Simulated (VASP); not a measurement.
Si: single point with LDA

Crystal: Si.

```
Si
1.0
     2.68606    0.00000    0.00000
    -1.34303    2.32619    0.00000
     0.00000    0.00000    2.58967
Si
1
Direct
  0.00000 0.00000 0.00000
```

This cell differs from its parent crystal: strain +0.025 along x and y, +0.050 along z.

```yaml
Program: VASP 6.6.1
Task: single point
Functional: LDA
Potentials_or_basis: VASP PAW LDA potentials, release 64 (Si)
Cutoff: 520 eV
k_mesh: 21 × 21 × 20
Occupations: gaussian, width 0.15 eV
Spin: no spin polarisation
```

| Item | Value |
| --- | --- |
| Pressure | -9.5 GPa |
| Band gap on the k mesh | zero (band 2 reaches 15.07 eV, above the bottom of band 3 at 4.38 eV) |

Stress tensor (GPa, compression positive):
```
 -7.42   0.00   0.00
  0.00  -7.42   0.00
  0.00   0.00 -13.77
```

Levels at points of the mesh, in eV from the Fermi level:
| k point | band 1 | band 2 | band 3 | band 4 | band 5 |
| --- | --- | --- | --- | --- | --- |
| (0.00, 0.00, 0.00) | -13.26 | 6.60 | 7.23 | 9.64 | 9.64 |
| (0.00, 0.00, 0.50) | -9.13 | -6.55 | 12.46 | 12.46 | 14.41 |

Run time: 20 s on 1 thread of Intel(R) Xeon(R) 6975P-C (Granite Rapids), on a shared host, peak memory 0.15 GiB.

Caveat: the cell differs from its parent crystal (strain +0.025 along x and y, +0.050 along z).
